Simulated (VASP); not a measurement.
# SnO2 (Pca2_1) in VASP: single point with PBE

Aim: the single point of SnO2 with PBE.

All numbers are computed with VASP 6.6.1; they aren't measurements. Logs are shortened: lines on timing, memory, paths and dates and some standing lists are left out, and cuts for length are marked.

**1. The cell of the first run**

Symmetry: Pca2_1, No. 29, orthorhombic system. The conventional cell has a = 5.170 Å, b = 5.170 Å, c = 5.170 Å, α = 90.00°, β = 90.00°, γ = 90.00°. Sn (site symmetry 1) has 6 O at 2.08 to 2.14 Å within 2.8 Å. Within 3.3 Å of O (site symmetry 1) lie 4 Sn at 2.08 to 3.01 Å and 13 O at 2.74 to 3.21 Å. O (site symmetry 1) has 3 Sn at 2.10 to 2.14 Å and 7 O at 2.74 to 2.88 Å within 2.9 Å.

**2. Single point, PBE (all Sn atoms moved +0.037 Å, as atom 1 along Cartesian [1 0 0])**

Contents of INCAR:

```
SYSTEM = SnO2
PREC     = Accurate       ! precision mode
ENCUT    = 520            ! plane-wave cutoff, eV
EDIFF    = 1E-6           ! SCF threshold, eV
ISMEAR   = 0              ! smearing method
SIGMA    = 0.05           ! smearing width, eV
LREAL    = .FALSE.        ! projectors in reciprocal space
LASPH    = .TRUE.         ! aspherical terms in the spheres
NELM     = 80             ! most SCF steps
ALGO     = Normal         ! electronic algorithm
ISIF     = 2              ! what is computed and relaxed
LWAVE    = .FALSE.        ! write WAVECAR
LCHARG   = .TRUE.         ! write CHGCAR
GGA      = PE             ! functional
LVHAR    = .TRUE.       
NBANDS   = 64             ! bands
KPAR     = 4
```

Contents of KPOINTS:

```
Automatic mesh
0
G
  8 8 8
  0 0 0
```

Contents of POSCAR:

```
SnO2
1.0
    5.1697993239      0.0000000000      0.0000000000
    0.0000000000      5.1697993239      0.0000000000
    0.0000000000      0.0000000000      5.1697993239
Sn O
4 8
Direct
    0.0072536665      0.5000000000      0.5000000000
    0.5072536665      0.5000000000      0.0000000000
    0.5072536665      0.0000000000      0.5000000000
    0.0072536665      0.0000000000      0.0000000000
    0.3390931048      0.1609068952      0.8390931048
    0.1609068952      0.8390931048      0.3390931048
    0.8390931048      0.3390931048      0.1609068952
    0.6609068952      0.6609068952      0.6609068952
    0.3390931048      0.3390931048      0.3390931048
    0.1609068952      0.6609068952      0.8390931048
    0.8390931048      0.1609068952      0.6609068952
    0.6609068952      0.8390931048      0.1609068952
```

Potentials or basis: VASP PAW PBE potentials, release 64 (Sn_d, O).

Launch:

```
$ cat potpaw_PBE.64/Sn_d/POTCAR potpaw_PBE.64/O/POTCAR > POTCAR
$ mpirun -np 4 vasp_std > vasp.out
```

OUTCAR:

```text
SYSTEM = SnO2
   PREC = Accurate
   ENCUT = 520
   EDIFF = 1E-6
   ISMEAR = 0
   LREAL = .FALSE.
   LASPH = .TRUE.
   NELM = 80
   ISIF = 2
   GGA = PE

 ion  position               nearest neighbor table
   1  0.007  0.500  0.500-   9 2.08   6 2.10  10 2.10   7 2.13  11 2.13   8 2.14   2 3.66   3 3.66
                             4 3.66   2 3.66   4 3.66   3 3.66   4 3.66   4 3.66   2 3.66   3 3.66
   2  0.507  0.500  0.000-   7 2.08   8 2.10  12 2.10   9 2.13   5 2.13  10 2.14   1 3.66   3 3.66
                             4 3.66   1 3.66   3 3.66   3 3.66   4 3.66   3 3.66   1 3.66   4 3.66
   3  0.507  0.000  0.500-  11 2.08   8 2.10  12 2.10   5 2.13   9 2.13   6 2.14   1 3.66   2 3.66
                             4 3.66   2 3.66   4 3.66   1 3.66   2 3.66   2 3.66   1 3.66   4 3.66
   4  0.007  0.000  0.000-   5 2.08   6 2.10  10 2.10   7 2.13  11 2.13  12 2.14   1 3.66   2 3.66
                             3 3.66   1 3.66   3 3.66   1 3.66   2 3.66   1 3.66   2 3.66   3 3.66
   5  0.339  0.161  0.839-   4 2.08   3 2.13   2 2.13
   6  0.161  0.839  0.339-   1 2.10   4 2.10   3 2.14
   7  0.839  0.339  0.161-   2 2.08   1 2.13   4 2.13
   8  0.661  0.661  0.661-   2 2.10   3 2.10   1 2.14
   9  0.339  0.339  0.339-   1 2.08   2 2.13   3 2.13
  10  0.161  0.661  0.839-   1 2.10   4 2.10   2 2.14
  11  0.839  0.161  0.661-   3 2.08   1 2.13   4 2.13
  12  0.661  0.839  0.161-   2 2.10   3 2.10   4 2.14

  LATTYP: Found a simple cubic cell.
 ALAT       =     5.1697993239

  Lattice vectors:

 A1 = (   5.1697993239,   0.0000000000,   0.0000000000)
 A2 = (   0.0000000000,   5.1697993239,   0.0000000000)
 A3 = (   0.0000000000,   0.0000000000,   5.1697993239)

Analysis of symmetry for initial positions (statically):
=====================================================================
 Subroutine PRICEL returns:
 Original cell was already a primitive cell.

 Routine SETGRP: Setting up the symmetry group for a
 simple cubic supercell.

 Subroutine GETGRP returns: Found  4 space group operations
 (whereof  1 operations were pure point group operations)
 out of a pool of 48 trial point group operations.

The static configuration has the point symmetry C_1 .
 The point group associated with its full space group is C_2v.

Analysis of symmetry for dynamics (positions and initial velocities):
=====================================================================
 Subroutine PRICEL returns:
 Original cell was already a primitive cell.

 Routine SETGRP: Setting up the symmetry group for a
 simple cubic supercell.

 Subroutine GETGRP returns: Found  4 space group operations
 (whereof  1 operations were pure point group operations)
 out of a pool of 48 trial point group operations.

The dynamic configuration has the point symmetry C_1 .
 The point group associated with its full space group is C_2v.

 Subroutine INISYM returns: Found  4 space group operations
 (whereof  1 operations are pure point group operations),
 and found     1 'primitive' translations

----------------------------------------------------------------------------------------

                                     Primitive cell

  volume of cell :     138.1723

  direct lattice vectors                    reciprocal lattice vectors
     5.169799324  0.000000000  0.000000000     0.193431106  0.000000000  0.000000000
     0.000000000  5.169799324  0.000000000     0.000000000  0.193431106  0.000000000
     0.000000000  0.000000000  5.169799324     0.000000000  0.000000000  0.193431106

  length of vectors
     5.169799324  5.169799324  5.169799324     0.193431106  0.193431106  0.193431106

  position of ions in fractional coordinates (direct lattice)
     0.007253666  0.500000000  0.500000000
     0.507253666  0.500000000  0.000000000
     0.507253666  0.000000000  0.500000000
     0.007253666  0.000000000  0.000000000
     0.339093105  0.160906895  0.839093105
     0.160906895  0.839093105  0.339093105
     0.839093105  0.339093105  0.160906895
     0.660906895  0.660906895  0.660906895
     0.339093105  0.339093105  0.339093105
     0.160906895  0.660906895  0.839093105
     0.839093105  0.160906895  0.660906895
     0.660906895  0.839093105  0.160906895

  ion indices of the primitive-cell ions
   primitive index   ion index
                 1           1
                 2           2
                 3           3
                 4           4
                 5           5
                 6           6
                 7           7
                 8           8
                 9           9
                10          10
                11          11
                12          12

----------------------------------------------------------------------------------------

 KPOINTS: Automatic mesh

Automatic generation of k-mesh.
 Grid dimensions read from file:
 generate k-points for:    8    8    8

 Generating k-lattice:

  Cartesian coordinates                     Fractional coordinates (reciprocal lattice)
     0.024178888  0.000000000  0.000000000     0.125000000  0.000000000  0.000000000
     0.000000000  0.024178888  0.000000000     0.000000000  0.125000000  0.000000000
     0.000000000  0.000000000  0.024178888     0.000000000  0.000000000  0.125000000

  Length of vectors
     0.024178888  0.024178888  0.024178888

  Shift w.r.t. Gamma in fractional coordinates (k-lattice)
     0.000000000  0.000000000  0.000000000

 Subroutine IBZKPT returns following result:
 ===========================================

 Found    125 irreducible k-points:

 Following reciprocal coordinates:
            Coordinates               Weight
  0.000000  0.000000  0.000000      1.000000
  0.125000  0.000000  0.000000      2.000000
  0.000000  0.125000  0.000000      2.000000
  0.000000  0.000000  0.125000      2.000000
  0.250000  0.000000  0.000000      2.000000
  0.000000  0.250000  0.000000      2.000000
[... 16 lines left out ...]
  0.375000  0.125000  0.000000      4.000000
  0.000000  0.375000  0.125000      4.000000
 [... further k-points ...]
   k-points           NKPTS =    125   k-points in BZ     NKDIM =    125   number of bands    NBANDS=     64
   number of dos      NEDOS =    301   number of ions     NIONS =     12
   total plane-waves  NPLWV =  64000
   dimension x,y,z NGX =    40 NGY =   40 NGZ =   40
   dimension x,y,z NGXF=    80 NGYF=   80 NGZF=   80
   ions per type =               4   8
   NGX,Y,Z   is equivalent  to a cutoff of  12.86, 12.86, 12.86 a.u.
   NGXF,Y,Z  is equivalent  to a cutoff of  25.73, 25.73, 25.73 a.u.
 SYSTEM =  SnO2
   PREC   = accura    normal or accurate (medium, high low for compatibility)
   ISTART =      0    job   : 0-new  1-cont  2-samecut
   ICHARG =      2    charge: 1-file 2-atom 10-const
   ISPIN  =      1    spin polarized calculation?
   LNONCOLLINEAR =      F non collinear calculations
   LSORBIT =      F    spin-orbit coupling
   LASPH  =      T    aspherical Exc in radial PAW
   ENCUT  =  520.0 eV  38.22 Ry    6.18 a.u.   9.61  9.61  9.61*2*pi/ulx,y,z
   NELM   =     80;   NELMIN=  2; NELMDL= -5     # of ELM steps
   EDIFF  = 0.1E-05   stopping-criterion for ELM
   LREAL  =      F    real-space projection
   EDIFFG = 0.1E-04   stopping-criterion for IOM
   NSW    =      0    number of steps for IOM
   IBRION =     -1    ionic relax: 0-MD 1-quasi-New 2-CG
   NFREE  =      0    steps in history (QN), initial steepest desc. (CG)
   ISIF   =      2    stress and relaxation
   ISYM   =      2    0-nonsym 1-usesym 2-fastsym
   POTIM  = 0.5000    time-step for ionic-motion
   TEBEG  =    0.0;   TEEND  =   0.0 temperature during run
   PSTRESS=    0.0 pullay stress
   NELECT =     104.0000    total number of electrons
   NUPDOWN=      -1.0000    fix difference up-down
   EMIN   =  10.00;   EMAX   =-10.00  energy-range for DOS
   EFERMI =   0.00;   METHOD = LEGACY
   ISMEAR =     0;   SIGMA  =   0.05  broadening in eV -4-tet -1-fermi 0-gaus
   EFERMI_NEDOS =   21; number of points for ismear=-14 and -15
   IALGO  =     38    algorithm
   IMIX   =      4    mixing-type and parameters
     AMIX     =   0.40;   BMIX     =  1.00
     AMIX_MAG =   1.60;   BMIX_MAG =  1.00
  volume/ion in A,a.u.               =      11.51        77.70
  Fermi-wavevector in a.u.,A,eV,Ry     =   1.489175  2.814132 30.172834  2.217641
  Thomas-Fermi vector in A             =   2.602116
   LORBIT       =      0    0 simple, 1 ext, 2 COOP (PROOUT), +10 PAW based schemes
   GGA     = PE    functional components
   LHFCALC =     F    Hartree Fock is set to
   AEXX    =    0.0000 exact exchange contribution
   IVDW    =     0    specifies the selected vdW correction
   LEPSILON=     F    determine dielectric tensor
   LRPA    =     F    only Hartree local field effects (RPA)
 non-spin polarized calculation
 Gauss-broadening in eV      SIGMA  =   0.05
  energy-cutoff  :      520.00
  volume of cell :      138.17
 maximum number of plane-waves:      3767
 NGX is ok and might be reduce to    40
   NGX = 19   NGY = 19   NGZ = 19

 number of electron     104.0000015 magnetization

 Free energy of the ion-electron system (eV)
  ---------------------------------------------------
  ext. energy  EPLUGINS =         0.00000000
  ---------------------------------------------------
  free energy    TOTEN  =       -73.38259771 eV

  energy without entropy =      -73.38259771  energy(sigma->0) =      -73.38259771

 E-fermi :   6.8355     XC(G=0): -11.6398

 val. band max:        6.6016560824   @ k =  -0.1250   0.5000   0.0000
 cond. band min:       7.1778214415   @ k =   0.0000   0.0000   0.0000
 fundamental gap:      0.5761653590
 Fermi energy:         6.8354803078

 k-point     1 :       0.0000    0.0000    0.0000
  band No.  band energies     occupation
      1     -14.2184      2.00000
      2     -14.2176      2.00000
      3     -14.2166      2.00000
      4     -13.5369      2.00000
      5     -13.5352      2.00000
      6     -13.5331      2.00000
[... 56 lines left out ...]
     63      15.3438      0.00000
     64      17.9515      0.00000

 k-point     2 :       0.1250    0.0000    0.0000
  band No.  band energies     occupation
      1     -14.1996      2.00000
      2     -14.1995      2.00000
      3     -14.1968      2.00000
      4     -13.5559      2.00000
      5     -13.5458      2.00000
      6     -13.5296      2.00000
[... 56 lines left out ...]
     63      15.3412      0.00000
     64      17.7064      0.00000

 k-point     3 :       0.0000    0.1250    0.0000
  band No.  band energies     occupation
      1     -14.2019      2.00000
      2     -14.1981      2.00000
      3     -14.1960      2.00000
      4     -13.5564      2.00000
      5     -13.5429      2.00000
      6     -13.5353      2.00000
[... 1396 lines left out ...]
     63      16.0435      0.00000
     64      16.9114      0.00000

 k-point    24 :       0.0000    0.3750    0.1250
  band No.  band energies     occupation
      1     -14.0971      2.00000
      2     -14.0740      2.00000
      3     -13.9970      2.00000
      4     -13.7609      2.00000
      5     -13.7118      2.00000
      6     -13.6836      2.00000
[... 56 lines left out ...]
     63      16.0486      0.00000
     64      16.9108      0.00000

 [... further k-points ...]

------------------------ aborting loop because EDIFF is reached ----------------------------------------

  FORCE on cell =-STRESS in cart. coord.  units (eV):
  Direction    XX          YY          ZZ          XY          YZ          ZX
  --------------------------------------------------------------------------------------
  -------------------------------------------------------------------------------------
  Total        0.6769679      0.6201963      0.6178819      0.0000000      0.0000000      0.0000000
  in kB        7.8497817      7.1914871      7.1646500      0.0000000      0.0000000      0.0000000
  external PRESSURE =       7.4019729 kB  Pullay stress =       0.0000000 kB

 VOLUME and BASIS-vectors are now :
 -----------------------------------------------------------------------------
  energy-cutoff  :      520.00
  volume of cell :      138.17
      direct lattice vectors                 reciprocal lattice vectors
     5.169799324  0.000000000  0.000000000     0.193431106  0.000000000  0.000000000
     0.000000000  5.169799324  0.000000000     0.000000000  0.193431106  0.000000000
     0.000000000  0.000000000  5.169799324     0.000000000  0.000000000  0.193431106

 POSITION                                       TOTAL-FORCE (eV/Angst)
 -----------------------------------------------------------------------------------
      0.03750      2.58490      2.58490        -0.449421     -0.033329      0.083818
      2.62240      2.58490      0.00000        -0.449421     -0.033329     -0.083818
      2.62240      0.00000      2.58490        -0.449421      0.033329     -0.083818
      0.03750      0.00000      0.00000        -0.449421      0.033329      0.083818
      1.75304      0.83186      4.33794         0.242651      0.153032     -0.117884
      0.83186      4.33794      1.75304         0.206769      0.139488      0.103789
      4.33794      1.75304      0.83186         0.242651     -0.153032      0.117884
      3.41676      3.41676      3.41676         0.206769     -0.139488     -0.103789
      1.75304      1.75304      1.75304         0.242651     -0.153032     -0.117884
      0.83186      3.41676      4.33794         0.206769     -0.139488      0.103789
      4.33794      0.83186      3.41676         0.242651      0.153032      0.117884
      3.41676      4.33794      0.83186         0.206769      0.139488     -0.103789
 -----------------------------------------------------------------------------------
    total drift:                               -0.000921     -0.000000     -0.000004

  FREE ENERGIE OF THE ION-ELECTRON SYSTEM (eV)
  ---------------------------------------------------
  free  energy   TOTEN  =       -73.3825977143 eV

  energy  without entropy=      -73.3825977143  energy(sigma->0) =      -73.38259771
```

Wall time 6 min (4 MPI ranks of Intel Xeon Platinum 8259CL at 2.50GHz (Skylake/Cascade Lake), shared host); peak memory 0.77 GiB.

Results:

| Item | Value |
| --- | --- |
| Free energy | -73.3826 eV |
| Pressure | 0.7 GPa |
| Largest force | 0.458 eV/Å |
| Band gap on the k mesh | 0.58 eV (least direct gap 0.65 eV) |

Forces in eV/Å, atoms in the order of the input:
```
Sn  -0.449 -0.033  0.084
Sn  -0.449 -0.033 -0.084
Sn  -0.449  0.033 -0.084
Sn  -0.449  0.033  0.084
O    0.243  0.153 -0.118
O    0.207  0.139  0.104
O    0.243 -0.153  0.118
O    0.207 -0.139 -0.104
O    0.243 -0.153 -0.118
O    0.207 -0.139  0.104
O    0.243  0.153  0.118
O    0.207  0.139 -0.104
```

Caveat: the cell differs from its parent crystal (all Sn atoms moved +0.037 Å, as atom 1 along Cartesian [1 0 0]); spin-orbit coupling is left out, which moves the levels of the heavy elements. A k mesh can miss the band edges.
